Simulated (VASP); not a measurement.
# Be18H in VASP: further runs, part 2 of 3

VASP 6.6.1. Earlier steps stand in the parts before.

## (3) Single point, PBEsol

INCAR reads:

```
ALGO = Normal
EDIFF = 1E-6
ENCUT = 520
GGA = PS
ISIF = 2
ISMEAR = -1
LASPH = T
LCHARG = F
LREAL = Auto
LWAVE = F
NBANDS = 34
NELM = 100
PREC = Accurate
SIGMA = 0.15
```

KPOINTS reads:

```
k-points
0
Gamma
  3 2 1
```

POSCAR reads:

```
Be18H
1.0
    4.5800000000      0.0000000000      0.0000000000
    3.4350000000      5.9495950000      0.0000000000
    0.0000000000      0.0000000000     14.5884300000
Be H
18 1
Direct
    0.0000000000      0.0000000000      0.0685474722
    0.5000000000      0.0000000000      0.0685474722
   -0.0000002101      0.3333336135      0.0685474722
    0.4999997899      0.3333336135      0.0685474722
   -0.0000004202      0.6666672269      0.0685474722
    0.4999995798      0.6666672269      0.0685474722
   -0.1209251101      0.2143339168      0.1891156211
    0.3427164241      0.2319821769      0.1988082336
   -0.2198583165      0.5800730974      0.1980816304
    0.3177971670      0.5616852912      0.1977251836
   -0.1072533507      0.8752024297      0.1949078825
    0.3613936001      0.8755217792      0.2026331826
    0.0002308783      0.0243209832      0.3325512067
    0.5131860447     -0.0074795007      0.3167989976
   -0.0028783511      0.3640415860      0.3217412703
    0.4856448836      0.3678737796      0.3200824215
   -0.0312270382      0.6631207670      0.3174022153
    0.4804671116      0.6776595718      0.3288976264
    0.8229431047      0.8934557730      0.3872109610
```

Potentials or basis: VASP PAW PBE potentials, release 64 (Be, H).

Started as:

```console
> cat potpaw_PBE.64/Be/POTCAR potpaw_PBE.64/H/POTCAR > POTCAR
> mpirun -np 1 vasp_std > vasp.out
```

OUTCAR:

```text
EDIFF = 1E-6
   ENCUT = 520
   GGA = PS
   ISIF = 2
   ISMEAR = -1
   LASPH = T
   LREAL = Auto
   NELM = 100
   PREC = Accurate

 ion  position               nearest neighbor table
   1  0.000  0.000  0.069-   7 2.18  11 2.19   6 2.29   5 2.29   2 2.29   2 2.29   4 2.29   3 2.29

   2  0.500  0.000  0.069-   5 2.29   6 2.29   1 2.29   1 2.29   3 2.29   4 2.29  12 2.35   8 2.35

   3  1.000  0.333  0.069-   7 2.13   4 2.29   4 2.29   5 2.29   6 2.29   2 2.29   1 2.29   8 2.34
[... 24 lines left out ...]
  16  0.486  0.368  0.320-  18 2.12  10 2.13  17 2.22   8 2.25  15 2.25  15 2.33  13 2.37
  17  0.969  0.663  0.317-  15 1.99   9 2.14  14 2.18  18 2.19  16 2.22  11 2.22  10 2.23
  18  0.480  0.678  0.329-  16 2.12  12 2.19  17 2.19   9 2.25  14 2.25  15 2.27  13 2.30  10 2.33

  19  0.823  0.893  0.387-  14 1.60

  LATTYP: Found a simple monoclinic cell.
 ALAT       =     4.5800000000
 B/A-ratio  =     3.1852467249
 C/A-ratio  =     1.3228757576
 COS(beta)  =    -0.1889822219

  Lattice vectors:

 A1 = (   4.5800000000,   0.0000000000,   0.0000000000)
 A2 = (   0.0000000000,   0.0000000000, -14.5884300000)
 A3 = (  -1.1450000000,   5.9495950000,   0.0000000000)

Analysis of symmetry for initial positions (statically):
=====================================================================
 Subroutine PRICEL returns:
 Original cell was already a primitive cell.

 Routine SETGRP: Setting up the symmetry group for a
 simple monoclinic supercell.

 Subroutine GETGRP returns: Found  1 space group operations
 (whereof  1 operations were pure point group operations)
 out of a pool of  4 trial point group operations.

The static configuration has the point symmetry C_1 .

Analysis of symmetry for dynamics (positions and initial velocities):
=====================================================================
 Subroutine PRICEL returns:
 Original cell was already a primitive cell.

 Routine SETGRP: Setting up the symmetry group for a
 simple monoclinic supercell.

 Subroutine GETGRP returns: Found  1 space group operations
 (whereof  1 operations were pure point group operations)
 out of a pool of  4 trial point group operations.

The dynamic configuration has the point symmetry C_1 .

 Subroutine INISYM returns: Found  1 space group operations
 (whereof  1 operations are pure point group operations),
 and found     1 'primitive' translations

----------------------------------------------------------------------------------------

                                     Primitive cell

  volume of cell :     397.5222

  direct lattice vectors                    reciprocal lattice vectors
     4.580000000  0.000000000  0.000000000     0.218340611 -0.126059001  0.000000000
     3.435000000  5.949595000  0.000000000     0.000000000  0.168078668  0.000000000
     0.000000000  0.000000000 14.588430000     0.000000000  0.000000000  0.068547472

  length of vectors
     4.580000000  6.870000412 14.588430000     0.252118016  0.168078668  0.068547472

  position of ions in fractional coordinates (direct lattice)
     0.000000000  0.000000000  0.068547472
     0.500000000  0.000000000  0.068547472
     0.999999790  0.333333614  0.068547472
     0.499999790  0.333333614  0.068547472
     0.999999580  0.666667227  0.068547472
[... 84 lines left out ...]
  0.000000  0.000000  0.000000      1.000000
  0.333333  0.000000  0.000000      2.000000
  0.000000  0.500000  0.000000      1.000000
  0.333333  0.500000  0.000000      2.000000
   k-points           NKPTS =      4   k-points in BZ     NKDIM =      4   number of bands    NBANDS=     34
   number of dos      NEDOS =    301   number of ions     NIONS =     19
   total plane-waves  NPLWV = 209952
   dimension x,y,z NGX =    36 NGY =   54 NGZ =  108
   dimension x,y,z NGXF=    72 NGYF=  108 NGZF=  216
   ions per type =              18   1
   NGX,Y,Z   is equivalent  to a cutoff of  13.07, 13.07, 12.31 a.u.
   NGXF,Y,Z  is equivalent  to a cutoff of  26.13, 26.13, 24.61 a.u.
 SYSTEM =  unknown system
   PREC   = accura    normal or accurate (medium, high low for compatibility)
   ISTART =      0    job   : 0-new  1-cont  2-samecut
   ICHARG =      2    charge: 1-file 2-atom 10-const
   ISPIN  =      1    spin polarized calculation?
   LNONCOLLINEAR =      F non collinear calculations
   LSORBIT =      F    spin-orbit coupling
   LASPH  =      T    aspherical Exc in radial PAW
   ENCUT  =  520.0 eV  38.22 Ry    6.18 a.u.   8.52 12.77 27.12*2*pi/ulx,y,z
   NELM   =    100;   NELMIN=  2; NELMDL= -5     # of ELM steps
   EDIFF  = 0.1E-05   stopping-criterion for ELM
   LREAL  =      T    real-space projection
   EDIFFG = 0.1E-04   stopping-criterion for IOM
   NSW    =      0    number of steps for IOM
   IBRION =     -1    ionic relax: 0-MD 1-quasi-New 2-CG
   NFREE  =      0    steps in history (QN), initial steepest desc. (CG)
   ISIF   =      2    stress and relaxation
   ISYM   =      2    0-nonsym 1-usesym 2-fastsym
   POTIM  = 0.5000    time-step for ionic-motion
   TEBEG  =    0.0;   TEEND  =   0.0 temperature during run
   PSTRESS=    0.0 pullay stress
   NELECT =      37.0000    total number of electrons
   NUPDOWN=      -1.0000    fix difference up-down
   EMIN   =  10.00;   EMAX   =-10.00  energy-range for DOS
   EFERMI =   0.00;   METHOD = LEGACY
   ISMEAR =    -1;   SIGMA  =   0.15  broadening in eV -4-tet -1-fermi 0-gaus
   EFERMI_NEDOS =   21; number of points for ismear=-14 and -15
   IALGO  =     38    algorithm
   IMIX   =      4    mixing-type and parameters
     AMIX     =   0.40;   BMIX     =  1.00
     AMIX_MAG =   1.60;   BMIX_MAG =  1.00
  volume/ion in A,a.u.               =      20.92       141.19
  Fermi-wavevector in a.u.,A,eV,Ry     =   0.741916  1.402019  7.489189  0.550440
  Thomas-Fermi vector in A             =   1.836671
   LORBIT       =      0    0 simple, 1 ext, 2 COOP (PROOUT), +10 PAW based schemes
   GGA     = PS    functional components
   LHFCALC =     F    Hartree Fock is set to
   AEXX    =    0.0000 exact exchange contribution
   IVDW    =     0    specifies the selected vdW correction
   LEPSILON=     F    determine dielectric tensor
   LRPA    =     F    only Hartree local field effects (RPA)
 non-spin polarized calculation
  energy-cutoff  :      520.00
  volume of cell :      397.52
 maximum number of plane-waves:     10710
 NGX is ok and might be reduce to    36
   NGX = 17   NGY = 25   NGZ = 55

 number of electron      37.0000000 magnetization

 Free energy of the ion-electron system (eV)
  ---------------------------------------------------
  ext. energy  EPLUGINS =         0.00000000
  ---------------------------------------------------
  free energy    TOTEN  =       -67.86898779 eV

  energy without entropy =      -67.48585078  energy(sigma->0) =      -67.67741929

 E-fermi :  -0.6264     XC(G=0):  -5.3026

 val. band max:       -0.7123467091   @ k =   0.3333   0.0000   0.0000
 cond. band min:      -0.5801768966   @ k =   0.0000   0.5000   0.0000
 fundamental gap:      0.1321698125
 Fermi energy:        -0.6263578106

 k-point     1 :       0.0000    0.0000    0.0000
  band No.  band energies     occupation
      1     -10.3424      2.00000
      2      -8.5823      2.00000
      3      -7.3174      2.00000
      4      -7.0758      2.00000
      5      -6.3137      2.00000
      6      -5.1037      2.00000
[... 121 lines left out ...]
     29       3.7997      0.00000
     30       4.2362      0.00000
 [bands above 30 left out]

------------------------ aborting loop because EDIFF is reached ----------------------------------------

  FORCE on cell =-STRESS in cart. coord.  units (eV):
  Direction    XX          YY          ZZ          XY          YZ          ZX
  --------------------------------------------------------------------------------------
  -------------------------------------------------------------------------------------
  Total      -13.5376073     -8.5749040     -3.6558031      1.2137848     -2.1796778      0.1762683
  in kB      -54.5620973    -34.5603722    -14.7343825      4.8920494     -8.7849934      0.7104333
  external PRESSURE =     -34.6189507 kB  Pullay stress =       0.0000000 kB

 VOLUME and BASIS-vectors are now :
 -----------------------------------------------------------------------------
  energy-cutoff  :      520.00
  volume of cell :      397.52
      direct lattice vectors                 reciprocal lattice vectors
     4.580000000  0.000000000  0.000000000     0.218340611 -0.126059001  0.000000000
     3.435000000  5.949595000  0.000000000     0.000000000  0.168078668  0.000000000
     0.000000000  0.000000000 14.588430000     0.000000000  0.000000000  0.068547472

 POSITION                                       TOTAL-FORCE (eV/Angst)
 -----------------------------------------------------------------------------------
      0.00000      0.00000      1.00000         0.158605      0.007094      0.005857
      2.29000      0.00000      1.00000         0.002382      0.083278      0.309902
      5.72500      1.98320      1.00000         0.314548      0.270499     -0.175802
      3.43500      1.98320      1.00000         0.184336     -0.008845      0.152928
      6.87000      3.96640      1.00000        -0.106224     -0.140947      0.235380
      4.58000      3.96640      1.00000        -0.181531      0.157856      0.225059
[... 11 lines left out ...]
      4.52830      4.03180      4.79810        -0.031930     -0.052083     -0.464967
      6.83810      5.31570      5.64880         0.015028      0.008463     -0.682142
 -----------------------------------------------------------------------------------
    total drift:                               -0.000424      0.000385      0.001012

  FREE ENERGIE OF THE ION-ELECTRON SYSTEM (eV)
  ---------------------------------------------------
  free  energy   TOTEN  =       -67.8689877877 eV

  energy  without entropy=      -67.4858507844  energy(sigma->0) =      -67.67741929
```

Run time: 3.8 min. Hardware: 1 thread of Intel Xeon 8259CL, shared host; peak memory 0.46 GiB.

Results:

* Free energy: -67.8690 eV
* Largest force: 1.723 eV/Å
* Band gap on the k mesh: zero (an odd number of electrons rules out a gap without spin polarisation)

Forces in eV/Å, atoms in the order of the input:
```
Be   0.159  0.007  0.006
Be   0.002  0.083  0.310
Be   0.315  0.270 -0.176
Be   0.184 -0.009  0.153
Be  -0.106 -0.141  0.235
Be  -0.182  0.158  0.225
Be  -0.993  0.039  1.006
Be   0.204 -0.166  0.045
Be   1.138 -1.211 -0.242
Be   0.363 -0.195 -0.249
Be  -1.046  0.935 -0.155
Be  -0.525  0.991 -0.491
Be  -0.344 -0.199 -0.573
Be   0.119  0.824  0.627
Be  -0.808 -1.257 -0.001
Be   0.185 -1.051 -0.034
Be   1.351  0.965  0.461
Be  -0.032 -0.052 -0.465
H    0.015  0.008 -0.682
```

Levels at points of the mesh, in eV from the Fermi level:
```csv
k point,band 17,band 18,band 19,band 20,band 21,band 22
"(0.00, 0.00, 0.00)",-1.20,-0.39,-0.27,1.24,1.69,2.39
"(0.00, 0.50, 0.00)",-1.54,-1.10,-0.37,0.05,2.31,2.43
```

Caveat: the k points lie up to 0.53 Å⁻¹ apart, too coarse for converged energies and pressures of a metal; there is no dipole correction, which matters where the two faces differ; the PAW data sets were made with another functional, which shifts forces and pressure a little.

## (4) Single point, PBEsol

INCAR reads:

```
PREC = Accurate
ENCUT = 520
EDIFF = 1E-7
ISMEAR = -1
SIGMA = 0.15
LREAL = Auto
LASPH = T
NELM = 60
ALGO = Normal
ISIF = 2
LWAVE = F
LCHARG = F
GGA = PS
NBANDS = 34
```

KPOINTS reads:

```
Automatic mesh
0
Gamma
  3 2 1
```

POSCAR reads:

```
Be18H
1.0
    4.5800000000      0.0000000000      0.0000000000
    3.4350000000      5.9495950000      0.0000000000
    0.0000000000      0.0000000000     14.5884300000
Be H
18 1
Direct
    0.0000000000      0.0000000000      0.0685474722
    0.5000000000      0.0000000000      0.0685474722
   -0.0000002101      0.3333336135      0.0685474722
    0.4999997899      0.3333336135      0.0685474722
   -0.0000004202      0.6666672269      0.0685474722
    0.4999995798      0.6666672269      0.0685474722
   -0.1318298592      0.2224689244      0.1891841686
    0.3436836902      0.1913911787      0.1991578258
   -0.1519040551      0.5483902686      0.1847971303
    0.2879010642      0.5923764559      0.1982667086
   -0.1240375348      0.8549321424      0.1963131057
    0.3636731676      0.8686977853      0.1958264186
    0.0185604547      0.0018320575      0.3176695505
    0.5222607900     -0.0214132222      0.3151607130
   -0.0014279418      0.3380902398      0.3210078124
    0.4685394421      0.3544947177      0.3099922336
   -0.0293295753      0.6593389970      0.3222005384
    0.4816127628      0.6682135507      0.3128095347
    0.8405219180      0.8785471952      0.3610189719
```

Started as:

```console
> cat potpaw_PBE.64/Be/POTCAR potpaw_PBE.64/H/POTCAR > POTCAR
> mpirun -np 1 vasp_std > vasp.out
```

It took 3.9 min on 1 thread of Intel Xeon 8259CL, shared host; peak memory 0.45 GiB.

It converged, with:

| Quantity | Value |
| --- | --- |
| Free energy | -67.8053 eV |
| Largest force | 2.879 eV/Å |
| Band gap on the k mesh | zero (an odd number of electrons rules out a gap without spin polarisation) |

Forces in eV/Å, atoms in the order of the input:
```
Be  -0.063 -0.151 -0.002
Be   0.055 -0.107  0.080
Be   0.321 -0.271 -0.344
Be  -0.140  0.029  0.194
Be   0.109  0.017 -0.120
Be  -0.110 -0.140 -0.034
Be  -1.294 -0.001  0.732
Be   0.769  0.600 -0.302
Be  -0.074 -0.049  1.062
Be   1.013 -2.148 -0.588
Be  -1.273  2.408 -0.932
Be   0.117  0.746 -0.356
Be  -0.263  0.188 -0.359
Be  -0.723  0.932  0.058
Be  -0.279 -0.354 -0.211
Be   0.404 -0.700  0.207
Be   0.607 -0.643 -0.429
Be   0.417 -0.708  0.393
H    0.406  0.355  0.949
```

Levels at points of the mesh, in eV from the Fermi level:
```tsv
k point	band 15	band 16	band 17	band 18	band 19	band 20	band 21	band 22
(0.00, 0.00, 0.00)	-1.74	-1.37	-1.15	-0.43	-0.22	1.32	1.83	2.40
(0.00, 0.50, 0.00)	-1.93	-1.90	-1.52	-0.90	-0.36	-0.10	2.25	2.57
```

Caveat: the k points lie up to 0.53 Å⁻¹ apart, too coarse for converged energies and pressures of a metal; there is no dipole correction, which matters where the two faces differ; the PAW data sets were made with another functional, which shifts forces and pressure a little.

(Part 2 of 3 ends here.)

The gap in the log of VASP goes by the Fermi energy; the results here count the filled bands.